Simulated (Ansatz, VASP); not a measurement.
## Zr2S3: VASP beside Ansatz

Contents of INCAR:

```
SYSTEM = Zr2S3
  PREC = Accurate
  ENCUT = 520
  EDIFF = 1E-6
  ISMEAR = 0
  SIGMA = 0.1
  LREAL = .False.
  LASPH = .True.
  NELM = 150
  ALGO = Normal
  ISIF = 2
  LWAVE = .False.
  LCHARG = .True.
  ISPIN = 2
  MAGMOM = 1 1 0 0 0
  LORBIT = 11
  LMAXMIX = 4
  GGA = PE
  LELF = .True.
  LVHAR = .True.
  NBANDS = 33
```

The input KPOINTS:

```
regular mesh
0
Gamma
  4 4 4
  0 0 0
```

Contents of POSCAR:

```
Zr2S3
1.0
    4.1320052479      0.0000000000      0.0000000000
    0.0000000000      4.1320052479      0.0000000000
    0.0000000000      0.0000000000      6.1094052889
Zr S
2 3
Direct
    0.5000000000      0.5000000000      0.7412290610
    0.5000000000      0.5000000000      0.2587709390
    0.0000000000      0.5000000000      0.5000000000
    0.5000000000      0.0000000000      0.5000000000
    0.0000000000      0.0000000000      0.0000000000
```

Input for Ansatz:

```yaml
crystal:
  lattice:
    - [4.1320052479, 0.0, 0.0]
    - [0.0, 4.1320052479, 0.0]
    - [0.0, 0.0, 6.1094052889]
  atoms:
    - { symbol: Zr, position: [0.5, 0.5, 0.741229061], spin: 1.0 }
    - { symbol: Zr, position: [0.5, 0.5, 0.258770939], spin: 1.0 }
    - { symbol: S, position: [0.0, 0.5, 0.5] }
    - { symbol: S, position: [0.5, 0.0, 0.5] }
    - { symbol: S, position: [0.0, 0.0, 0.0] }
basis:
  ecutwfc: 420
kpoints:
  mp_grid: { grid: [4, 4, 4] }
hamiltonian:
  xc: pbe
scf:
  occupations: { method: gaussian, width: 0.1 }
  lower_state_search: "off"
output:
  forces: true
  stress: true
  eigenvalues: true
  populations: true
magnetization:
  spin_polarized: true
```

Alike in both runs: task single point; functional PBE; k mesh 4 × 4 × 4; occupations gaussian, width 0.1 eV; collinear spin.

|  | VASP | Ansatz |
| --- | --- | --- |
| version | VASP 6.6.1 | Ansatz 0.2.0 |
| potentials or method | VASP PAW PBE potentials, release 64 (Zr_sv, S), cutoff 520 eV | scalar-relativistic, plane waves, PAW |
| valence electrons in the cell | 42 | 42 |

|  | VASP | Ansatz | Ansatz less VASP |
| --- | --- | --- | --- |
| gap on the k mesh at the Fermi level (eV) | none | none | - |
| pressure (GPa) | -0.1 | 0.0 | +0.04 |
| rms of the force components (eV/Å) | 0.011 | 0.011 | +0.0005 |
| net moment per atom (μB) | 0.00 | 0.00 | 0.000 |

Atom by atom the forces differ by 0.000 eV/Å (rms over components). A gap of «none» marks a metal or a gap that the smearing closes. Ansatz's warnings: seeded moment not kept.

The k mesh is coarse, so the values compare programs but aren't converged.
